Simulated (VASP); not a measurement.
A run of VASP 6.6.1 is set up as follows.

Contents of POSCAR:

```
SnO2
1.0
    4.7602164794      0.0000000000      0.0178508118
    0.0000000000      4.7602164794      0.0000000000
    0.0120021191      0.0000000000      3.2005650981
Sn O
2 4
Direct
    0.0000000000      0.0000000000      0.0000000000
    0.5000000000      0.5000000000      0.5000000000
    0.3058934983      0.3058934983      0.0000000000
    0.1941065017      0.8058934983      0.5000000000
    0.6941065017      0.6941065017      0.0000000000
    0.8058934983      0.1941065017      0.5000000000
```

The input INCAR.step1:

```
PREC = Accurate
ENCUT = 520
ISMEAR = 0
SIGMA = 0.05
LREAL = False
LASPH = True
NELM = 100
NBANDS = 35
GGA = PE
ALGO = Normal
EDIFF = 1E-4
LWAVE = True
LCHARG = False
```

File INCAR.step2:

```
PREC = Accurate
ENCUT = 520
EDIFF = 1E-7
ISMEAR = 0
SIGMA = 0.05
LREAL = False
LASPH = True
NELM = 100
ALGO = Normal
ISIF = 2
LWAVE = False
LCHARG = True
METAGGA = R2SCAN
LMIXTAU = True
LELF = True
LVHAR = True
NBANDS = 35
ISTART = 1
```

Contents of KPOINTS:

```
regular mesh
0
Gamma
  6 6 8
```

Potentials or basis: VASP PAW PBE potentials, release 64 (Sn_d, O).

Command:

```bash
$ cat potpaw_PBE.64/Sn_d/POTCAR potpaw_PBE.64/O/POTCAR > POTCAR
$ cp INCAR.step1 INCAR
$ mpirun -np 1 vasp_std > vasp.out
$ cp INCAR.step2 INCAR
$ mpirun -np 1 vasp_std > vasp.out
```

Problem. Estimate the largest force.

Solution. 0.049 eV/Å.

Problem. What does it give for the band gap on the k mesh?

Solution. 1.79 eV.

Stress tensor (GPa, compression positive):
```
 0.92  0.00 -0.91
 0.00  0.92  0.00
-0.91  0.00  1.45
```

Caveat: the cell differs from its parent crystal (strain +0.0075 x Voigt [0, 0, 0, 0, 1, 0]); the PAW data sets were made with another functional, which shifts forces and pressure a little; spin-orbit coupling is left out, which moves the levels of the heavy elements.
